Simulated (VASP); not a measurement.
A run of VASP 6.6.1 is set up as follows.

Contents of INCAR:

```
PREC = Accurate
ENCUT = 520
EDIFF = 1E-6
ISMEAR = 0
SIGMA = 0.05
LREAL = Auto
LASPH = T
NELM = 100
ALGO = Normal
ISIF = 2
LWAVE = F
LCHARG = F
LDIPOL = T
IDIPOL = 3
DIPOL = 0.5 0.5 0.300
NBANDS = 68
```

File KPOINTS:

```
Automatic mesh
0
Gamma
  6 4 1
```

File POSCAR:

```
HC12
1.0
    4.8892663280      0.0000000000      0.0000000000
   -2.4446331640      6.7739291692      0.0000000000
    0.0000000000      0.0000000000     22.7684096771
C H
24 2
Direct
    0.4020794403      0.3041588806      0.1756820110
    0.4020794403      0.8041588805      0.1756820110
    0.9020794403      0.3041588806      0.1756820110
    0.9020794403      0.8041588805      0.1756820110
    0.1630408159      0.3260816317      0.2059829668
    0.1630408159      0.8260816317      0.2059829668
    0.6630408159      0.3260816317      0.2059829668
    0.6630408159      0.8260816317      0.2059829668
    0.1846395683      0.3692791367      0.2666259491
    0.1846395683      0.8692791367      0.2666259491
    0.6846395683      0.3692791367      0.2666259491
    0.6846395683      0.8692791367      0.2666259491
    0.4461625696      0.3923265051      0.2960492075
    0.4461625696      0.8923265051      0.2960492075
    0.9461625696      0.3923265051      0.2960492075
    0.9461625696      0.8923265051      0.2960492075
    0.4715644646      0.4431294558      0.3591099590
    0.4715644646      0.9431294558      0.3591099590
    0.9715644646      0.4431294558      0.3591099590
    0.9715644646      0.9431294558      0.3591099590
    0.2327030006      0.4654044969      0.3851129614
    0.2327030006      0.9654044969      0.3851129614
    0.7327030006      0.4654044969      0.3851129614
    0.7327030006      0.9654044969      0.3851129614
    0.2327030006      0.9202753343      0.5168744697
    0.2327030006      1.0105336595      0.5168744697
```

Potentials or basis: VASP PAW LDA potentials, release 64 (C, H).

The run is started by

```sh
$ cat potpaw_LDA.64/C/POTCAR potpaw_LDA.64/H/POTCAR > POTCAR
$ mpirun -np 1 vasp_std > vasp.out
```

Q: Estimate the band gap on the k mesh.

A: Zero (bands 49 and 50 overlap by 0.05 eV).

Q: Estimate the largest force.

A: 5.617 eV/Å.

Forces on the atoms (eV/Å):
```
C    0.002  0.296  1.827
C    0.011  0.292  1.806
C    0.003  0.295  1.826
C   -0.007  0.292  1.806
C    0.000 -0.705 -3.475
C   -0.001 -0.703 -3.452
C   -0.001 -0.705 -3.475
C   -0.001 -0.699 -3.441
C   -0.002  0.395  1.552
C   -0.003  0.393  1.536
C   -0.003  0.395  1.551
C   -0.002  0.395  1.547
C    0.002 -0.004  0.018
C   -0.010  0.001  0.028
C    0.001 -0.001  0.018
C    0.012  0.001  0.028
C    0.002 -0.063 -0.036
C    0.007 -0.056  0.004
C    0.002 -0.062 -0.038
C   -0.004 -0.057  0.002
C   -0.004  0.080  0.122
C   -0.004  0.063  0.040
C   -0.002  0.079  0.116
C   -0.002  0.079  0.150
H    1.910 -5.282 -0.025
H   -1.909  5.280 -0.034
```
